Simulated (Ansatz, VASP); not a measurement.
## Two plane-wave programs on GaGe3

```
Ge Ga
1.0
     0.00000    3.38717    3.38717
     3.38717    0.00000    3.38717
     3.38717    3.38717    0.00000
Ge Ga
3 1
Direct
  0.50000 0.50000 0.50000
  0.75000 0.75000 0.75000
  0.25000 0.25000 0.25000
  0.00000 0.00000 0.00000
```

Alike in both runs: functional revPBE; k mesh 4 × 4 × 4; occupations fermi-dirac, width 0.05 eV; no spin polarisation.

|  | VASP | Ansatz |
| --- | --- | --- |
| version | VASP 6.6.1 | Ansatz 0.2.0 |
| potentials or method | VASP PAW PBE potentials, release 64 (Ge_d, Ga_d) | Ansatz PAW |
| plane-wave cutoff (eV) | 520 | 420 |
| valence electrons in the cell | 55 | 55 |
| task | single point | projected density of states |

|  | VASP | Ansatz | Ansatz less VASP |
| --- | --- | --- | --- |
| gap on the k mesh at the Fermi level (eV) | none | none | - |
| pressure (GPa) | 1.6 | 1.6 | -0.04 |

VASP's potentials were made for PBE, not for revPBE. A gap of «none» marks a metal or a gap that the smearing closes. With one functional, cell and mesh, what is left measures potentials, basis and numerics.

The k mesh is coarse, so the values compare programs but aren't converged.
